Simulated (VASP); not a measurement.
A run of VASP 6.6.1 is set up as follows.

POSCAR

```
BiAu
1.0
    0.0000000000      3.0078410596      3.0078410596
    3.0078410596      0.0000000000      3.0078410596
    3.0078410596      3.0078410596      0.0000000000
Au Bi
1 1
Direct
    0.5000000000      0.5000000000      0.5000000000
    0.0000000000      0.0000000000      0.0000000000
```

Contents of INCAR.step1:

```
PREC = Accurate ; ENCUT = 520
ISMEAR = 0 ; SIGMA = 0.05
LREAL = F ; LASPH = T
NELM = 80 ; NBANDS = 20
GGA = PE ; ALGO = Normal
EDIFF = 1E-4 ; LWAVE = T
LCHARG = F
```

The input INCAR.step2:

```
PREC = Accurate ; ENCUT = 520
EDIFF = 1E-6 ; ISMEAR = 0
SIGMA = 0.05 ; LREAL = F
LASPH = T ; NELM = 80
ALGO = Normal ; ISIF = 2
LWAVE = F ; LCHARG = F
METAGGA = R2SCAN ; LMIXTAU = T
NBANDS = 20 ; ISTART = 1
```

The input KPOINTS:

```
Automatic mesh
0
Gamma
  10 10 10
```

Potentials or basis: VASP PAW PBE potentials, release 64 (Au, Bi_d).

Command:

```bash
$ cat potpaw_PBE.64/Au/POTCAR potpaw_PBE.64/Bi_d/POTCAR > POTCAR
$ cp INCAR.step1 INCAR
$ mpirun -np 1 vasp_std > vasp.out
$ cp INCAR.step2 INCAR
$ mpirun -np 1 vasp_std > vasp.out
```

(1) Estimate the pressure.

(2) What does it give for the band gap on the k mesh?

## Answers

(1) -4.6 GPa.

(2) zero (bands 13 and 14 overlap by 4.83 eV).

Caveat: the cell stands under tension; the PAW data sets were made with another functional, which shifts forces and pressure a little; spin-orbit coupling is left out, which moves the levels of the heavy elements.
